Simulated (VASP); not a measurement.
# TePb (Fm-3m) in VASP: settings compared

The runs below take TePb through single point, with PBE exchange alone, LDA.

Everything below comes from runs of VASP 6.6.1. Logs are shortened: lines on timing, memory, paths and dates and some standing lists are left out, and cuts for length are marked.

## (1) The cell of the first run

It takes space group Fm-3m (No. 225, cubic). The conventional cell has a = 6.547 Å, b = 6.547 Å, c = 6.547 Å, α = 90.00°, β = 90.00°, γ = 90.00°. Pb (site symmetry m-3m) has 6 Te at 3.27 Å within 4.3 Å. Te (site symmetry m-3m) has 6 Pb at 3.27 Å within 4.3 Å.

## (2) Single point, PBE exchange alone

INCAR

```
PREC = Accurate
ENCUT = 520
EDIFF = 1E-6
ISMEAR = -1
SIGMA = 0.05
LREAL = F
LASPH = T
NELM = 100
ALGO = Normal
ISIF = 2
LWAVE = F
LCHARG = F
GGA = PE
ALDAC = 0.0
AGGAC = 0.0
NBANDS = 17
```

KPOINTS

```
regular mesh
0
Gamma
  7 7 7
```

POSCAR

```
TePb
1.0
    0.0000000000      3.2735180337      3.2735180337
    3.2735180337      0.0000000000      3.2735180337
    3.2735180337      3.2735180337      0.0000000000
Pb Te
1 1
Direct
    0.0000000000      0.0000000000      0.0000000000
    0.5000000000      0.5000000000      0.5000000000
```

Potentials or basis: VASP PAW PBE potentials, release 64 (Pb_d, Te).

Command:

```
cat potpaw_PBE.64/Pb_d/POTCAR potpaw_PBE.64/Te/POTCAR > POTCAR
mpirun -np 1 vasp_std > vasp.out
```

OUTCAR:

```text
PREC = Accurate
   ENCUT = 520
   EDIFF = 1E-6
   ISMEAR = -1
   LREAL = F
   LASPH = T
   NELM = 100
   ISIF = 2
   GGA = PE

 ion  position               nearest neighbor table
   1  0.000  0.000  0.000-   2 3.27   2 3.27   2 3.27   2 3.27   2 3.27   2 3.27
   2  0.500  0.500  0.500-   1 3.27   1 3.27   1 3.27   1 3.27   1 3.27   1 3.27

  LATTYP: Found a face centered cubic cell.
 ALAT       =     6.5470360674

  Lattice vectors:

 A1 = (   0.0000000000,   3.2735180337,   3.2735180337)
 A2 = (   3.2735180337,   0.0000000000,   3.2735180337)
 A3 = (   3.2735180337,   3.2735180337,   0.0000000000)

Analysis of symmetry for initial positions (statically):
=====================================================================
 Subroutine PRICEL returns:
 Original cell was already a primitive cell.

 Routine SETGRP: Setting up the symmetry group for a
 face centered cubic supercell.

 Subroutine GETGRP returns: Found 48 space group operations
[... 9 lines left out ...]

 Routine SETGRP: Setting up the symmetry group for a
 face centered cubic supercell.

 Subroutine GETGRP returns: Found 48 space group operations
[... 11 lines left out ...]
                                     Primitive cell

  volume of cell :      70.1575

  direct lattice vectors                    reciprocal lattice vectors
     0.000000000  3.273518034  3.273518034    -0.152740872  0.152740872  0.152740872
     3.273518034  0.000000000  3.273518034     0.152740872 -0.152740872  0.152740872
     3.273518034  3.273518034  0.000000000     0.152740872  0.152740872 -0.152740872

  length of vectors
     4.629453600  4.629453600  4.629453600     0.264554951  0.264554951  0.264554951

  position of ions in fractional coordinates (direct lattice)
     0.000000000  0.000000000  0.000000000
     0.500000000  0.500000000  0.500000000

  ion indices of the primitive-cell ions
   primitive index   ion index
                 1           1
                 2           2

----------------------------------------------------------------------------------------

 KPOINTS: regular mesh

Automatic generation of k-mesh.
 Grid dimensions read from file:
 generate k-points for:    7    7    7

 Generating k-lattice:

[... 41 lines left out ...]
   dimension x,y,z NGX =    36 NGY =   36 NGZ =   36
   dimension x,y,z NGXF=    72 NGYF=   72 NGZF=   72
   ions per type =               1   1
   NGX,Y,Z   is equivalent  to a cutoff of  12.93, 12.93, 12.93 a.u.
   NGXF,Y,Z  is equivalent  to a cutoff of  25.86, 25.86, 25.86 a.u.
 SYSTEM =  unknown system
   PREC   = accura    normal or accurate (medium, high low for compatibility)
   ISTART =      0    job   : 0-new  1-cont  2-samecut
   ICHARG =      2    charge: 1-file 2-atom 10-const
   ISPIN  =      1    spin polarized calculation?
   LNONCOLLINEAR =      F non collinear calculations
   LSORBIT =      F    spin-orbit coupling
   LASPH  =      T    aspherical Exc in radial PAW
   ENCUT  =  520.0 eV  38.22 Ry    6.18 a.u.   8.61  8.61  8.61*2*pi/ulx,y,z
   NELM   =    100;   NELMIN=  2; NELMDL= -5     # of ELM steps
   EDIFF  = 0.1E-05   stopping-criterion for ELM
   LREAL  =      F    real-space projection
   EDIFFG = 0.1E-04   stopping-criterion for IOM
   NSW    =      0    number of steps for IOM
   IBRION =     -1    ionic relax: 0-MD 1-quasi-New 2-CG
   NFREE  =      0    steps in history (QN), initial steepest desc. (CG)
   ISIF   =      2    stress and relaxation
   ISYM   =      2    0-nonsym 1-usesym 2-fastsym
   POTIM  = 0.5000    time-step for ionic-motion
   TEBEG  =    0.0;   TEEND  =   0.0 temperature during run
   PSTRESS=    0.0 pullay stress
   NELECT =      20.0000    total number of electrons
   NUPDOWN=      -1.0000    fix difference up-down
   EMIN   =  10.00;   EMAX   =-10.00  energy-range for DOS
   EFERMI =   0.00;   METHOD = LEGACY
   ISMEAR =    -1;   SIGMA  =   0.05  broadening in eV -4-tet -1-fermi 0-gaus
   EFERMI_NEDOS =   21; number of points for ismear=-14 and -15
   IALGO  =     38    algorithm
   IMIX   =      4    mixing-type and parameters
     AMIX     =   0.40;   BMIX     =  1.00
     AMIX_MAG =   1.60;   BMIX_MAG =  1.00
  volume/ion in A,a.u.               =      35.08       236.72
  Fermi-wavevector in a.u.,A,eV,Ry     =   1.077441  2.036068 15.794714  1.160879
  Thomas-Fermi vector in A             =   2.213353
   LORBIT       =      0    0 simple, 1 ext, 2 COOP (PROOUT), +10 PAW based schemes
   GGA     = PE    functional components
[... 5 lines left out ...]
 non-spin polarized calculation
  energy-cutoff  :      520.00
  volume of cell :       70.16
 maximum number of plane-waves:      1917
   NGX = 17   NGY = 17   NGZ = 17

 number of electron      20.0000001 magnetization

 Free energy of the ion-electron system (eV)
  ---------------------------------------------------
  ext. energy  EPLUGINS =         0.00000000
  ---------------------------------------------------
  free energy    TOTEN  =        -5.13304776 eV

  energy without entropy =       -5.13304699  energy(sigma->0) =       -5.13304737

 E-fermi :   7.0985     XC(G=0):  -7.5234

 val. band max:        6.5166005625   @ k =   0.4286   0.0000   0.0000
 cond. band min:       7.6618779569   @ k =   0.4286   0.0000   0.0000
 fundamental gap:      1.1452773944
 Fermi energy:         7.0985102148

 k-point     1 :       0.0000    0.0000    0.0000
  band No.  band energies     occupation
      1      -9.9131      2.00000
      2      -9.9131      2.00000
      3      -9.9053      2.00000
      4      -9.9053      2.00000
      5      -9.9053      2.00000
      6      -5.0962      2.00000
[... 377 lines left out ...]
      4      -9.8953      2.00000
      5      -9.8844      2.00000
      6      -3.4359      2.00000
[... 9 lines left out ...]
     16      17.0398      0.00000
     17      17.4377      0.00000

------------------------ aborting loop because EDIFF is reached ----------------------------------------

  FORCE on cell =-STRESS in cart. coord.  units (eV):
  Direction    XX          YY          ZZ          XY          YZ          ZX
  --------------------------------------------------------------------------------------
  -------------------------------------------------------------------------------------
  Total        3.4408459      3.4408459      3.4408459      0.0000000     -0.0000000      0.0000000
  in kB       78.5781122     78.5781122     78.5781122      0.0000000     -0.0000000      0.0000000
  external PRESSURE =      78.5781122 kB  Pullay stress =       0.0000000 kB

 VOLUME and BASIS-vectors are now :
 -----------------------------------------------------------------------------
  energy-cutoff  :      520.00
  volume of cell :       70.16
      direct lattice vectors                 reciprocal lattice vectors
     0.000000000  3.273518034  3.273518034    -0.152740872  0.152740872  0.152740872
     3.273518034  0.000000000  3.273518034     0.152740872 -0.152740872  0.152740872
     3.273518034  3.273518034  0.000000000     0.152740872  0.152740872 -0.152740872

 POSITION                                       TOTAL-FORCE (eV/Angst)
 -----------------------------------------------------------------------------------
      0.00000      0.00000      0.00000         0.000000      0.000000     -0.000000
      3.27352      3.27352      3.27352        -0.000000     -0.000000      0.000000
 -----------------------------------------------------------------------------------
    total drift:                               -0.000000      0.000000      0.000000

  FREE ENERGIE OF THE ION-ELECTRON SYSTEM (eV)
  ---------------------------------------------------
  free  energy   TOTEN  =        -5.1330477611 eV

  energy  without entropy=       -5.1330469852  energy(sigma->0) =       -5.13304737
```

Run time: 21 s. Hardware: 1 thread of Intel Xeon 6975P-C, shared host; peak memory 0.21 GiB.

What came out:

```
Free energy : -5.1330 eV
Pressure    : 7.9 GPa
```

Levels at points of the mesh, in eV from the Fermi level:
| k point | band 7 | band 8 | band 9 | band 10 | band 11 | band 12 | band 13 | band 14 |
| --- | --- | --- | --- | --- | --- | --- | --- | --- |
| (0.00, 0.00, 0.00) | -6.26 | -1.71 | -1.71 | -1.71 | 3.47 | 3.47 | 3.47 | 5.56 |

Caveat: this odd mesh misses L, where the gap lies, so gap, dielectric constants and Born charges aren't listed; spin-orbit coupling is left out, which moves the levels of the heavy elements.

## (3) Single point, LDA

This run uses another cell than the first one, of 35.75 Å³/atom, 1.019 times its volume.

INCAR

```
PREC = Accurate ; ENCUT = 520
EDIFF = 1E-7 ; ISMEAR = -1
SIGMA = 0.05 ; LREAL = False
LASPH = True ; NELM = 60
ALGO = Normal ; ISIF = 2
LWAVE = False ; LCHARG = True
GGA = CA ; LELF = True
LVHAR = True ; NBANDS = 17
```

KPOINTS

```
Automatic mesh
0
Gamma
  7 7 7
```

POSCAR

```
TePb
1.0
    0.0000000000      3.2943690292      3.2943690292
    3.2943690292      0.0000000000      3.2943690292
    3.2943690292      3.2943690292      0.0000000000
Pb Te
1 1
Direct
    0.0000000000      0.0000000000      0.0000000000
    0.5000000000      0.5000000000      0.5000000000
```

Potentials or basis: VASP PAW LDA potentials, release 64 (Pb_d, Te).

Command:

```
cat potpaw_LDA.64/Pb_d/POTCAR potpaw_LDA.64/Te/POTCAR > POTCAR
mpirun -np 1 vasp_std > vasp.out
```

It took 29 s on 1 thread of Intel Xeon 6975P-C, shared host; peak memory 0.18 GiB.

It converged, with:

```
Free energy : -8.6954 eV
Pressure    : -3.8 GPa
```

Levels at points of the mesh, in eV from the Fermi level:
```csv
k point,band 8,band 9,band 10,band 11,band 12,band 13
"(0.00, 0.00, 0.00)",-1.54,-1.54,-1.54,3.51,3.51,3.51
```

Caveat: this odd mesh misses L, where the gap lies, so gap, dielectric constants and Born charges aren't listed; spin-orbit coupling is left out, which moves the levels of the heavy elements.
